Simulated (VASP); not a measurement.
# FeO (Fm-3m) in VASP: a series of runs

FeO is run at these levels: PBE+U; tasks: single point.

All numbers are computed with VASP 6.6.1; they aren't measurements. Logs are shortened: lines on timing, memory, paths and dates and some standing lists are left out, and cuts for length are marked.

**Experimental background.**

From “W\"ustite: Electric, thermodynamic and optical properties of FeO”, 2012, arxiv:1203.1201, for a bulk crystal of FeO: band gap 2.4 eV (optical).

The runs below are set against these values where they give the same quantity.

### Step 1. The cell of the first run

The structure is cubic, space group Fm-3m (No. 225). Conventional cell: a = 4.311 Å, b = 4.311 Å, c = 4.311 Å, α = 90.00°, β = 90.00°, γ = 90.00°. Within 2.9 Å of Fe (site symmetry m-3m) lie 6 O at 2.16 Å. Within 2.9 Å of O (site symmetry m-3m) lie 6 Fe at 2.16 Å.

### Step 2. Single point, PBE+U, collinear spin, ferromagnetic start

INCAR

```
SYSTEM = FeO
PREC     = Accurate       ! precision mode
ENCUT    = 520            ! plane-wave cutoff, eV
EDIFF    = 1E-6           ! SCF threshold, eV
ISMEAR   = 0              ! smearing method
SIGMA    = 0.05           ! smearing width, eV
LREAL    = .FALSE.        ! projectors in reciprocal space
LASPH    = .TRUE.         ! aspherical terms in the spheres
NELM     = 150            ! most SCF steps
ALGO     = Normal         ! electronic algorithm
ISIF     = 2              ! what is computed and relaxed
LWAVE    = .FALSE.        ! write WAVECAR
LCHARG   = .FALSE.        ! write CHGCAR
ISPIN    = 2              ! spin polarisation
MAGMOM   = 4 0            ! initial moments
LORBIT   = 11             ! projections on sites
LMAXMIX  = 4              ! l up to which the mixer works
LDAU     = .TRUE.         ! DFT+U
LDAUTYPE = 2            
LDAUL    = 2 -1           ! shell
LDAUU    = 4 0            ! U, eV
LDAUJ    = 0 0          
LDAUPRINT= 1            
GGA      = PE             ! functional
NBANDS   = 18             ! bands
```

KPOINTS

```
Automatic mesh
0
G
  10 10 10
  0 0 0
```

POSCAR

```
FeO
1.0
    0.0000000000      2.1554001622      2.1554001622
    2.1554001622      0.0000000000      2.1554001622
    2.1554001622      2.1554001622      0.0000000000
Fe O
1 1
Direct
    0.0000000000      0.0000000000      0.0000000000
    0.5000000000      0.5000000000      0.5000000000
```

Potentials or basis: VASP PAW PBE potentials, release 64 (Fe, O).

Run with:

```bash
$ cat potpaw_PBE.64/Fe/POTCAR potpaw_PBE.64/O/POTCAR > POTCAR
$ mpirun -np 1 vasp_std > vasp.out
```

OUTCAR:

```text
SYSTEM = FeO
   PREC = Accurate
   ENCUT = 520
   EDIFF = 1E-6
   ISMEAR = 0
   LREAL = .FALSE.
   LASPH = .TRUE.
   NELM = 150
   ISIF = 2
   ISPIN = 2
   LORBIT = 11
   GGA = PE

 ion  position               nearest neighbor table
   1  0.000  0.000  0.000-   2 2.16   2 2.16   2 2.16   2 2.16   2 2.16   2 2.16
   2  0.500  0.500  0.500-   1 2.16   1 2.16   1 2.16   1 2.16   1 2.16   1 2.16

  LATTYP: Found a face centered cubic cell.
 ALAT       =     4.3108003244

  Lattice vectors:

 A1 = (   0.0000000000,   2.1554001622,   2.1554001622)
 A2 = (   2.1554001622,   0.0000000000,   2.1554001622)
 A3 = (   2.1554001622,   2.1554001622,   0.0000000000)

Analysis of symmetry for initial positions (statically):
=====================================================================
 Subroutine PRICEL returns:
 Original cell was already a primitive cell.

 Routine SETGRP: Setting up the symmetry group for a
 face centered cubic supercell.

 Subroutine GETGRP returns: Found 48 space group operations
 (whereof 48 operations were pure point group operations)
 out of a pool of 48 trial point group operations.

The static configuration has the point symmetry O_h .

Analysis of symmetry for dynamics (positions and initial velocities):
=====================================================================
 Subroutine PRICEL returns:
 Original cell was already a primitive cell.

 Routine SETGRP: Setting up the symmetry group for a
 face centered cubic supercell.

 Subroutine GETGRP returns: Found 48 space group operations
 (whereof 48 operations were pure point group operations)
 out of a pool of 48 trial point group operations.

The dynamic configuration has the point symmetry O_h .

Analysis of structural, dynamic, and magnetic symmetry:
=====================================================================
 Subroutine PRICEL returns:
 Original cell was already a primitive cell.

 Routine SETGRP: Setting up the symmetry group for a
 face centered cubic supercell.

 Subroutine GETGRP returns: Found 48 space group operations
 (whereof 48 operations were pure point group operations)
 out of a pool of 48 trial point group operations.

The overall configuration has the point symmetry O_h .

 Subroutine INISYM returns: Found 48 space group operations
 (whereof 48 operations are pure point group operations),
 and found     1 'primitive' translations

----------------------------------------------------------------------------------------

                                     Primitive cell

  volume of cell :      20.0269

  direct lattice vectors                    reciprocal lattice vectors
     0.000000000  2.155400162  2.155400162    -0.231975486  0.231975486  0.231975486
     2.155400162  0.000000000  2.155400162     0.231975486 -0.231975486  0.231975486
     2.155400162  2.155400162  0.000000000     0.231975486  0.231975486 -0.231975486

  length of vectors
     3.048196142  3.048196142  3.048196142     0.401793328  0.401793328  0.401793328

  position of ions in fractional coordinates (direct lattice)
     0.000000000  0.000000000  0.000000000
     0.500000000  0.500000000  0.500000000

  ion indices of the primitive-cell ions
   primitive index   ion index
                 1           1
                 2           2

----------------------------------------------------------------------------------------

 KPOINTS: Automatic mesh

Automatic generation of k-mesh.
 Grid dimensions read from file:
 generate k-points for:   10   10   10

 Generating k-lattice:

  Cartesian coordinates                     Fractional coordinates (reciprocal lattice)
[... 55 lines left out ...]
   LNONCOLLINEAR =      F non collinear calculations
   LSORBIT =      F    spin-orbit coupling
   LASPH  =      T    aspherical Exc in radial PAW
   ENCUT  =  520.0 eV  38.22 Ry    6.18 a.u.   5.67  5.67  5.67*2*pi/ulx,y,z
   NELM   =    150;   NELMIN=  2; NELMDL= -5     # of ELM steps
   EDIFF  = 0.1E-05   stopping-criterion for ELM
   LREAL  =      F    real-space projection
   EDIFFG = 0.1E-04   stopping-criterion for IOM
   NSW    =      0    number of steps for IOM
   IBRION =     -1    ionic relax: 0-MD 1-quasi-New 2-CG
   NFREE  =      0    steps in history (QN), initial steepest desc. (CG)
   ISIF   =      2    stress and relaxation
   ISYM   =      2    0-nonsym 1-usesym 2-fastsym
   POTIM  = 0.5000    time-step for ionic-motion
   TEBEG  =    0.0;   TEEND  =   0.0 temperature during run
   PSTRESS=    0.0 pullay stress
   NELECT =      14.0000    total number of electrons
   NUPDOWN=      -1.0000    fix difference up-down
   EMIN   =  10.00;   EMAX   =-10.00  energy-range for DOS
   EFERMI =   0.00;   METHOD = LEGACY
   ISMEAR =     0;   SIGMA  =   0.05  broadening in eV -4-tet -1-fermi 0-gaus
   EFERMI_NEDOS =   21; number of points for ismear=-14 and -15
   IALGO  =     38    algorithm
   IMIX   =      4    mixing-type and parameters
     AMIX     =   0.40;   BMIX     =  1.00
     AMIX_MAG =   1.60;   BMIX_MAG =  1.00
  volume/ion in A,a.u.               =      10.01        67.57
  Fermi-wavevector in a.u.,A,eV,Ry     =   1.452935  2.745650 28.722183  2.111021
  Thomas-Fermi vector in A             =   2.570260
   LORBIT       =     11    0 simple, 1 ext, 2 COOP (PROOUT), +10 PAW based schemes
 LDA+U is selected, type is set to LDAUTYPE =  2
   angular momentum for each species LDAUL =     2   -1
   U (eV)           for each species LDAUU =   4.0  0.0
   J (eV)           for each species LDAUJ =   0.0  0.0
   GGA     = PE    functional components
   LHFCALC =     F    Hartree Fock is set to
   AEXX    =    0.0000 exact exchange contribution
   IVDW    =     0    specifies the selected vdW correction
   LEPSILON=     F    determine dielectric tensor
   LRPA    =     F    only Hartree local field effects (RPA)
 spin polarized calculation
 Gauss-broadening in eV      SIGMA  =   0.05
  energy-cutoff  :      520.00
  volume of cell :       20.03
 maximum number of plane-waves:       549
   NGX = 11   NGY = 11   NGZ = 11

atom =   1  type =  1  l = 2

 onsite density matrix

spin component  1

  0.9677  0.0000  0.0000  0.0000  0.0000
  0.0000  0.9677 -0.0000  0.0000  0.0000
  0.0000 -0.0000  1.0151 -0.0000 -0.0000
  0.0000  0.0000 -0.0000  0.9677 -0.0000
  0.0000  0.0000 -0.0000 -0.0000  1.0151

spin component  2

  0.3141  0.0000 -0.0000  0.0000 -0.0000
  0.0000  0.3141  0.0000  0.0000 -0.0000
 -0.0000  0.0000  0.1109  0.0000  0.0000
  0.0000  0.0000  0.0000  0.3141  0.0000
 -0.0000 -0.0000  0.0000  0.0000  0.1109

 occupancies and eigenvectors

  o =  0.1109  v =  0.0000  0.0000  0.0000  0.0000  0.0000  0.0000 -0.0000  0.0024  0.0000 -1.0000      0.0000  0.0000  0.0000  0.0000  0.0000  0.0000  0.0000  0.0000  0.0000  0.0000
  o =  0.1109  v =  0.0000  0.0000  0.0000  0.0000  0.0000  0.0000 -0.0000  1.0000 -0.0000  0.0024      0.0000  0.0000  0.0000  0.0000  0.0000  0.0000  0.0000  0.0000  0.0000  0.0000
  o =  0.3141  v =  0.0000  0.0000  0.0000  0.0000  0.0000  0.0000  0.0232  0.0000 -0.9997 -0.0000      0.0000  0.0000  0.0000  0.0000  0.0000  0.0000  0.0000  0.0000  0.0000  0.0000
  o =  0.3141  v =  0.0000  0.0000  0.0000  0.0000  0.0000  0.0000  0.9997  0.0000  0.0232  0.0000      0.0000  0.0000  0.0000  0.0000  0.0000  0.0000  0.0000  0.0000  0.0000  0.0000
  o =  0.3141  v =  0.0000  0.0000  0.0000  0.0000  0.0000  1.0000  0.0000  0.0000  0.0000  0.0000      0.0000  0.0000  0.0000  0.0000  0.0000  0.0000  0.0000  0.0000  0.0000  0.0000
  o =  0.9677  v =  1.0000  0.0000  0.0000  0.0000  0.0000  0.0000  0.0000  0.0000  0.0000  0.0000      0.0000  0.0000  0.0000  0.0000  0.0000  0.0000  0.0000  0.0000  0.0000  0.0000
  o =  0.9677  v =  0.0000  1.0000  0.0000 -0.0046  0.0000  0.0000  0.0000  0.0000  0.0000  0.0000      0.0000  0.0000  0.0000  0.0000  0.0000  0.0000  0.0000  0.0000  0.0000  0.0000
  o =  0.9677  v =  0.0000  0.0046 -0.0000  1.0000  0.0000  0.0000  0.0000  0.0000  0.0000  0.0000      0.0000  0.0000  0.0000  0.0000  0.0000  0.0000  0.0000  0.0000  0.0000  0.0000
  o =  1.0151  v =  0.0000 -0.0000  1.0000  0.0000  0.0066  0.0000  0.0000  0.0000  0.0000  0.0000      0.0000  0.0000  0.0000  0.0000  0.0000  0.0000  0.0000  0.0000  0.0000  0.0000
  o =  1.0151  v =  0.0000  0.0000  0.0066  0.0000 -1.0000  0.0000  0.0000  0.0000  0.0000  0.0000      0.0000  0.0000  0.0000  0.0000  0.0000  0.0000  0.0000  0.0000  0.0000  0.0000

 number of electron      13.9999999 magnetization       4.0020204

 Free energy of the ion-electron system (eV)
  ---------------------------------------------------
  ext. energy  EPLUGINS =         0.00000000
  ---------------------------------------------------
  free energy    TOTEN  =       -12.95926537 eV

  energy without entropy =      -12.95746767  energy(sigma->0) =      -12.95836652

 E-fermi :   6.7169     XC(G=0): -12.1519

 val. band max:        6.7048932282   @ k =  -0.3000   0.1000   0.0000
 cond. band min:       6.7192856486   @ k =  -0.3000   0.1000   0.0000
 fundamental gap:      0.0143924204
 Fermi energy:         6.7169496440

 spin component 1

 k-point     1 :       0.0000    0.0000    0.0000
  band No.  band energies     occupation
      1     -14.3081      1.00000
      2       0.2361      1.00000
      3       0.2361      1.00000
      4       0.3122      1.00000
      5       0.3122      1.00000
      6       0.3122      1.00000
[... 1001 lines left out ...]
     17      35.2662      0.00000
     18      36.3932      0.00000

 [... further k-points ...]
[... 5 lines left out ...]
  --------------------------------------------------------------------------------------
  -------------------------------------------------------------------------------------
  Total       -0.0562502     -0.0562502     -0.0562502     -0.0000000     -0.0000000      0.0000000
  in kB       -4.5000879     -4.5000879     -4.5000879     -0.0000000     -0.0000000      0.0000000
  external PRESSURE =      -4.5000879 kB  Pullay stress =       0.0000000 kB

 VOLUME and BASIS-vectors are now :
 -----------------------------------------------------------------------------
  energy-cutoff  :      520.00
  volume of cell :       20.03
      direct lattice vectors                 reciprocal lattice vectors
     0.000000000  2.155400162  2.155400162    -0.231975486  0.231975486  0.231975486
     2.155400162  0.000000000  2.155400162     0.231975486 -0.231975486  0.231975486
     2.155400162  2.155400162  0.000000000     0.231975486  0.231975486 -0.231975486

 POSITION                                       TOTAL-FORCE (eV/Angst)
 -----------------------------------------------------------------------------------
      0.00000      0.00000      0.00000        -0.000000     -0.000000     -0.000000
      2.15540      2.15540      2.15540         0.000000      0.000000      0.000000
 -----------------------------------------------------------------------------------
    total drift:                                0.000000     -0.000000      0.000000

  FREE ENERGIE OF THE ION-ELECTRON SYSTEM (eV)
  ---------------------------------------------------
  free  energy   TOTEN  =       -12.9592653705 eV

  energy  without entropy=      -12.9574676651  energy(sigma->0) =      -12.95836652

 total charge

# of ion       s       p       d       tot
------------------------------------------
    1        0.293   0.366   6.075   6.734
    2        1.553   3.460   0.000   5.012
--------------------------------------------------
tot          1.846   3.826   6.075  11.747

 magnetization (x)

# of ion       s       p       d       tot
------------------------------------------
    1        0.026   0.020   3.765   3.811
    2        0.022   0.186   0.000   0.208
--------------------------------------------------
tot          0.048   0.206   3.765   4.019
```

Wall time 20 s (1 thread of Intel Xeon Platinum 8559C (Emerald Rapids), shared host); peak memory 0.16 GiB.

Results:

```yaml
Free_energy: -12.9593 eV
Pressure: -0.5 GPa
Band_gap_on_the_k_mesh: zero (filled and empty bands overlap)
Net_moment: 4.00 μB per cell
Site_moments: Fe +3.81; O +0.21 μB
Valence_electrons_inside_the_program's_atomic_spheres: Fe 6.73; O 5.01
```

Eigenvalues of the final occupation matrices:
```csv
site,spin,trace,eigenvalues
site 1 d,1,4.93,0.97 0.97 0.97 1.02 1.02
site 1 d,2,1.16,0.11 0.11 0.31 0.31 0.31
```

Caveat: a cell with one magnetic atom can't hold antiferromagnetic order, which such compounds often take.

### Step 3. Single point, PBE+U, collinear spin, ferromagnetic start

INCAR

```
PREC = Accurate
ENCUT = 520
EDIFF = 1E-7
ISMEAR = 0
SIGMA = 0.05
LREAL = False
LASPH = True
NELM = 150
ALGO = Normal
ISIF = 2
LWAVE = False
LCHARG = True
ISPIN = 2
MAGMOM = 3.83 0
LORBIT = 11
LMAXMIX = 4
LDAU = True
LDAUTYPE = 2
LDAUL = 2 -1
LDAUU = 4 0
LDAUJ = 0 0
LDAUPRINT = 1
GGA = PE
LELF = True
LVHAR = True
NBANDS = 18
```

KPOINTS

```
regular mesh
0
Gamma
  10 10 10
```

POSCAR is that of step 2.

Potentials or basis: VASP PAW PBE potentials, release 64 (Fe, O).

Run with:

```bash
$ cat potpaw_PBE.64/Fe/POTCAR potpaw_PBE.64/O/POTCAR > POTCAR
$ mpirun -np 1 vasp_std > vasp.out
```

It took 22 s on 1 thread of Intel Xeon Platinum 8559C (Emerald Rapids), shared host; peak memory 0.14 GiB.

The run converged. Its results:

```yaml
Free_energy: -12.9593 eV
Pressure: -0.5 GPa
Band_gap_on_the_k_mesh: zero (filled and empty bands overlap)
Net_moment: 4.00 μB per cell
Site_moments: Fe +3.81; O +0.21 μB
Valence_electrons_inside_the_program's_atomic_spheres: Fe 6.73; O 5.01
```

Levels at points of the mesh, in eV from the Fermi level:
Spin up:
```tsv
k point	band 5	band 6	band 7	band 8	band 9	band 10	band 11	band 12	band 13	band 14
(0.00, 0.00, 0.00)	-6.40	-6.40	-4.07	-4.07	-4.07	-0.34	15.06	15.20	15.20	15.20
(0.50, 0.00, 0.00)	-5.71	-5.71	-4.63	-1.83	-1.83	3.64	7.98	12.02	12.02	18.07
(0.50, 0.50, 0.00)	-5.53	-5.44	-5.44	-5.26	-5.26	4.70	8.40	9.17	14.26	14.26
```
Spin down:
```tsv
k point	band 3	band 4	band 5	band 6	band 7	band 8
(0.00, 0.00, 0.00)	-3.68	-3.68	-0.73	-0.73	-0.73	0.36
(0.50, 0.00, 0.00)	-5.24	-5.24	0.43	0.43	0.55	3.36
(0.50, 0.50, 0.00)	-4.87	-4.87	-2.17	0.76	0.76	1.60
```

Eigenvalues of the final occupation matrices:
| site | spin | trace | eigenvalues |
| --- | --- | --- | --- |
| site 1 d | 1 | 4.93 | 0.97 0.97 0.97 1.02 1.02 |
| site 1 d | 2 | 1.16 | 0.11 0.11 0.31 0.31 0.31 |

Caveat: a cell with one magnetic atom can't hold antiferromagnetic order, which such compounds often take. The state reached can hang on the start; a lower one may exist.

### Step 4. Comparison with measurements

Step 2. Measured gap of FeO: 2.4 eV (optical; quoted in “W\"ustite: Electric, thermodynamic and optical properties of FeO”, 2012, arxiv:1203.1201). This calculation gives 0.00 eV (-2.40 eV). So large a miss can be the level of theory's own, or it may mean another phase, state or a wrong row. The value is that of PBE+U on a finite k mesh, which can miss the band edges, without temperature or zero-point motion. The run's magnetic order (collinear spin, ferromagnetic start) needn't be the measured crystal's.

Step 3. Against the measured gap of FeO, 2.4 eV (optical; quoted in “W\"ustite: Electric, thermodynamic and optical properties of FeO”, 2012, arxiv:1203.1201), the calculated 0.00 eV is off by -2.40 eV. So large a miss can be the level of theory's own, or it may mean another phase, state or a wrong row. The value is that of PBE+U on a finite k mesh, which can miss the band edges, without temperature or zero-point motion. The run's magnetic order (collinear spin, ferromagnetic start) needn't be the measured crystal's.
